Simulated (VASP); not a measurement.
The system is Li.

```
CELL_PARAMETERS angstrom
0.01028 -0.00344 5.85376
-4.76088 -2.80511 -1.95803
4.73810 -2.77752 -1.94124
ATOMIC_POSITIONS crystal
Li 0.98892 0.97552 0.97665
Li 0.49697 0.51620 0.48362
Li 0.00819 0.01108 0.49748
Li 0.49398 0.53371 0.00105
Li 0.97595 0.47037 0.01747
Li 0.51612 0.99591 0.50648
Li 0.99487 0.51665 0.50295
Li 0.52499 0.98055 0.01430
```

| Property | Result |
| --- | --- |
| Program | VASP 6.6.1 |
| Task | relaxation of cell and atoms |
| Functional | PBE |
| Potentials or basis | VASP PAW PBE potentials, release 64 (Li_sv) |
| Cutoff | 600 eV |
| k mesh | 4 × 4 × 4 |
| Occupations | gaussian, width 0.2 eV |
| Spin | no spin polarisation |

At the start: pressure 0.7 GPa; volume 19.41 Å³/atom.

Question: How do energy, volume and symmetry change on relaxing?

Answer: Over 12 steps the energy falls by 19.8 meV/atom and the volume is 20.15 Å³/atom (+3.8 %); space group P1 (No. 1, to 0.1 Å) before, C2 (No. 5, to 0.1 Å).

The path:
```tsv
step	energy change (eV)	largest force (eV/Å)	pressure (GPa)	volume (Å³)
1	0.0000	0.4984	0.70	155.27
2	-0.0417	0.4147	0.47	157.19
3	-0.1161	0.1994	-0.12	163.02
4	-0.0825	0.1571	-0.93	175.11
5	-0.1292	0.0896	-0.47	167.41
6	-0.1295	0.0935	-0.43	166.81
7	-0.1386	0.0807	-0.27	164.66
8	-0.1471	0.0763	0.13	159.65
9	-0.1505	0.0646	0.11	159.91
10	-0.1568	0.0312	0.04	160.68
11	-0.1531	0.0602	-0.09	162.20
12	-0.1580	0.0206	0.00	161.18
```

Final structure:
```
CELL_PARAMETERS angstrom
0.00996 0.04629 5.82354
-4.80915 -2.93813 -1.97126
4.76637 -2.87436 -1.95498
ATOMIC_POSITIONS crystal
Li 0.00148 0.98325 0.98634
Li 0.48352 0.48992 0.48834
Li 0.00204 0.00468 0.49206
Li 0.49426 0.50318 0.99456
Li 0.99554 0.49059 0.01022
Li 0.50113 0.99886 0.49704
Li 0.00370 0.51534 0.52256
Li 0.51831 0.01418 0.00888
```

Caveat: the cutoff is under 1.25 times the usual one of these potentials, so pressure, stress and relaxed cells hold a basis-set (Pulay) error.
